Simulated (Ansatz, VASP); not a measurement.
TaN: VASP beside Ansatz

INCAR

```
ALGO = Normal ; EDIFF = 1E-7
ENCUT = 520 ; GGA = PE
ISIF = 2 ; ISMEAR = 0
LASPH = True ; LCHARG = False
LREAL = False ; LWAVE = False
NBANDS = 15 ; NELM = 60
PREC = Accurate ; SIGMA = 0.15
```

KPOINTS

```
k-points
0
Gamma
  18 18 18
```

File POSCAR:

```
TaN
1.0
   -0.2208112257      2.2081122570      2.2670688543
    1.9873010313      0.0000000000      2.0462576286
    2.2081122570      2.2081122570     -0.2208112257
Ta N
1 1
Direct
    0.5000000000      0.5000000000      0.5000000000
    0.0000000000      0.0000000000      0.0000000000
```

Input for Ansatz:

```yaml
crystal:
  lattice:
    - [-0.2208112257, 2.208112257, 2.2670688543]
    - [1.9873010313, 0.0, 2.0462576286]
    - [2.208112257, 2.208112257, -0.2208112257]
  atoms:
    - { symbol: Ta, position: [0.5, 0.5, 0.5] }
    - { symbol: "N", position: [0.0, 0.0, 0.0] }
basis:
  ecutwfc: 520.0
kpoints:
  mp_grid: { grid: [18, 18, 18] }
hamiltonian:
  xc: pbe
  pseudopotentials: { kind: paw, azcp: { folder: soft_1 } }
scf:
  occupations: { method: gaussian, width: 0.15 }
output:
  forces: true
  stress: true
  eigenvalues: true
```

Change from the starting cell: engineering shear strain xz -0.2000, normal strain along z +0.0267.

Alike in both runs: task single point; functional PBE; k mesh 18 × 18 × 18; occupations gaussian, width 0.15 eV; no spin polarisation.

|  | VASP | Ansatz |
| --- | --- | --- |
| version | VASP 6.6.1 | Ansatz 0.2.0 |
| potentials or method | VASP PAW PBE potentials, release 64 (Ta_pv, N), cutoff 520 eV | scalar-relativistic, plane waves, PAW |
| valence electrons in the cell | 16 | 18 |

Ansatz gave:

| Item | Value |
| --- | --- |
| gap on the k mesh at the Fermi level (eV) | none |
| pressure (GPa) | -3.7 |
| traceless stress, the component that is largest in VASP (GPa) | 8.34 |

What did VASP give for the same quantities?

gap on the k mesh at the Fermi level (eV): none; pressure (GPa): -2.8; traceless stress, the component that is largest in VASP (GPa): 8.45.

A gap of «none» marks a metal or a gap that the smearing closes. The functional is the same, so the differences come from potentials, cutoffs and numerics. VASP's potentials hold 16 valence electrons a cell and Ansatz's 18, so a difference there can come from the potentials and not from the codes.

Neither program's run includes spin-orbit coupling.
